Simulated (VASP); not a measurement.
Here is a VASP 6.6.1 calculation.

INCAR

```
SYSTEM = WS2
PREC = Accurate
ENCUT = 520
EDIFF = 1E-6
ISMEAR = -1
SIGMA = 0.1
LREAL = .False.
LASPH = .True.
NELM = 60
ALGO = Normal
ISIF = 2
LWAVE = .False.
LCHARG = .False.
NBANDS = 20
```

Contents of KPOINTS:

```
regular mesh
0
Gamma
  7 7 1
  0 0 0
```

File POSCAR:

```
WS2
1.0
    3.1835160000      0.0000000000      0.0000000000
   -1.5917580000      2.7570060000      0.0000000000
    0.0000000000      0.0000000000     16.9505780000
W S
1 2
Direct
    0.3333333333      0.6666666667      0.0000000000
    0.6666666667      0.3333333333      0.9079990000
    0.6666666667      0.3333333333      0.0920010000
```

Potentials or basis: VASP PAW LDA potentials, release 64 (W_sv, S).

Run with:

```sh
$ cat potpaw_LDA.64/W_sv/POTCAR potpaw_LDA.64/S/POTCAR > POTCAR
$ mpirun -np 1 vasp_std > vasp.out
```

(1) Estimate the band gap on the k mesh.

(2) Estimate the largest force.

Answers

(1) 2.10 eV, indirect (least direct gap 2.44 eV).

(2) 0.359 eV/Å.

Caveat: spin-orbit coupling is left out, which moves the levels of the heavy elements.
